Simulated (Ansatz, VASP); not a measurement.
Si: VASP beside Ansatz

The input INCAR:

```
SYSTEM = Si
PREC     = Accurate       ! precision mode
ENCUT    = 520            ! plane-wave cutoff, eV
EDIFF    = 1E-7           ! SCF threshold, eV
ISMEAR   = 0              ! smearing method
SIGMA    = 0.15           ! smearing width, eV
LREAL    = .False.        ! projectors in reciprocal space
LASPH    = .True.         ! aspherical terms in the spheres
NELM     = 100            ! most SCF steps
ALGO     = Normal         ! electronic algorithm
ISIF     = 2              ! what is computed and relaxed
LWAVE    = .False.        ! write WAVECAR
LCHARG   = .True.         ! write CHGCAR
GGA      = PE             ! functional
LELF     = .True.         ! ELF
LVHAR    = .True.       
NBANDS   = 8              ! bands
```

The input KPOINTS:

```
Automatic mesh
0
Gamma
  16 16 14
  0 0 0
```

The input POSCAR:

```
Si
1.0
    2.5270000000      0.0000000000      0.0000000000
   -1.2635000000      2.1884460000      0.0000000000
    0.0000000000      0.0000000000      2.3730000000
Si
1
Direct
    0.0000000000      0.0000000000      0.0000000000
```

Input for Ansatz:

```yaml
crystal:
  lattice:
    - [2.527, 0.0, 0.0]
    - [-1.2635, 2.188446, 0.0]
    - [0.0, 0.0, 2.373]
  atoms:
    - { symbol: Si, position: [0.0, 0.0, 0.0] }
basis:
  ecutwfc: 510.0
kpoints:
  mp_grid:
    grid: [16, 16, 14]
hamiltonian:
  xc: pbe
scf:
  occupations:
    method: gaussian
    width: 0.15
output:
  stress: true
```

Alike in both runs: task single point; functional PBE; k mesh 16 × 16 × 14; occupations gaussian, width 0.15 eV; no spin polarisation.

|  | VASP | Ansatz |
| --- | --- | --- |
| version | VASP 6.6.1 | Ansatz 0.2.0 |
| potentials or method | VASP PAW PBE potentials, release 64 (Si), cutoff 520 eV | plane waves, PAW |
| valence electrons in the cell | 4 | 4 |

```tsv
	VASP	Ansatz	Ansatz less VASP
pressure (GPa)	20.6	20.8	+0.10
traceless stress, the component that is largest in VASP (GPa)	-0.71	-0.71	+0.001
```

With one functional, cell and mesh, what is left measures potentials, basis and numerics.
